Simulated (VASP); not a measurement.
Here is a VASP 6.6.1 calculation.

POSCAR

```
SnS2
1.0
    3.6607548066      0.0000000000      0.0000000000
   -1.8303774033      3.1703066595      0.0000000000
    0.0000000000      0.0000000000      5.9617808738
Sn S
1 2
Direct
    0.0000000000      0.0000000000      0.0000000000
    0.3333333333      0.6666666667      0.2455905351
    0.6666666667      0.3333333333      0.7544094649
```

Contents of INCAR.step1:

```
ALGO = Normal ; EDIFF = 1E-5
ENCUT = 400 ; GGA = PE
GGA_COMPAT = F ; ISIF = 2
ISMEAR = 0 ; KPAR = 4
LASPH = T ; LCHARG = F
LREAL = F ; LWAVE = T
NBANDS = 20 ; NELM = 120
PREC = Accurate ; SIGMA = 0.01
```

INCAR.step2

```
ALGO = Normal ; EDIFF = 1E-6
ENCUT = 400 ; GGA = PE
GGA_COMPAT = F ; HFSCREEN = 0.2079
ISIF = 2 ; ISMEAR = 0
ISTART = 1 ; KPAR = 4
LASPH = T ; LCHARG = F
LHFCALC = T ; LREAL = F
LWAVE = F ; NBANDS = 20
NELM = 120 ; PREC = Accurate
PRECFOCK = Normal ; SIGMA = 0.01
```

KPOINTS

```
k-points
0
Gamma
  6 6 4
```

Potentials or basis: VASP PAW PBE potentials, release 64 (Sn_d, S).

Launch:

```bash
$ cat potpaw_PBE.64/Sn_d/POTCAR potpaw_PBE.64/S/POTCAR > POTCAR
$ cp INCAR.step1 INCAR
$ mpirun -np 4 vasp_std > vasp.out
$ cp INCAR.step2 INCAR
$ mpirun -np 4 vasp_std > vasp.out
```

Task: Predict the largest force.

Result: 0.272 eV/Å.

Task: Estimate the band gap on the k mesh.

Result: 2.40 eV (least direct gap 2.76 eV).

Forces on the atoms (eV/Å):
```
Sn   0.000  0.000  0.000
S    0.000  0.000 -0.272
S    0.000  0.000  0.272
```

Caveat: the PAW data sets were made with another functional, which shifts forces and pressure a little; spin-orbit coupling is left out, which moves the levels of the heavy elements. A k mesh can miss the band edges.
